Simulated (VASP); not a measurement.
The system is Os.

```
Os
1.0
    -1.51066    1.51066    1.51066
     1.51066   -1.51066    1.51066
     1.51066    1.51066   -1.51066
Os
1
Cartesian
  0.0000 0.0000 0.0000
```

This cell differs from its parent crystal: volume scaled by 0.96.

Base run:

| Quantity | Value |
| --- | --- |
| Program | VASP 6.6.1 |
| Functional | PBEsol |
| Potentials or basis | VASP PAW PBE potentials, release 64 (Os_sv_GW) |
| Cutoff | 500 eV |
| k mesh | 16 × 16 × 16 |
| Occupations | fermi-dirac, width 0.1 eV |
| Spin | no spin polarisation |

Its results: band gap on the k mesh zero (band 8 reaches 16.84 eV, above the bottom of band 9 at 12.02 eV); pressure 14.7 GPa.

Problem. The run is repeated on the same cell with these changes: potentials or basis from VASP PAW PBE potentials, release 64 (Os_sv_GW) to VASP PAW PBE potentials, release 64 (Os); cutoff from 500 eV to 520 eV; further incar settings from ALGO = Normal; EDIFF = 1e-06; NBANDS = 14 to ALGO = Normal; EDIFF = 1e-07; NBANDS = 10; valence electrons from 16 to 8. What comes out?

Solution. Band gap on the k mesh zero (band 4 reaches 12.46 eV, above the bottom of band 5 at 7.66 eV); pressure 18.5 GPa.

Caveats: the PAW data sets were made with another functional, which shifts forces and pressure a little; spin-orbit coupling is left out, which moves the levels of the heavy elements.
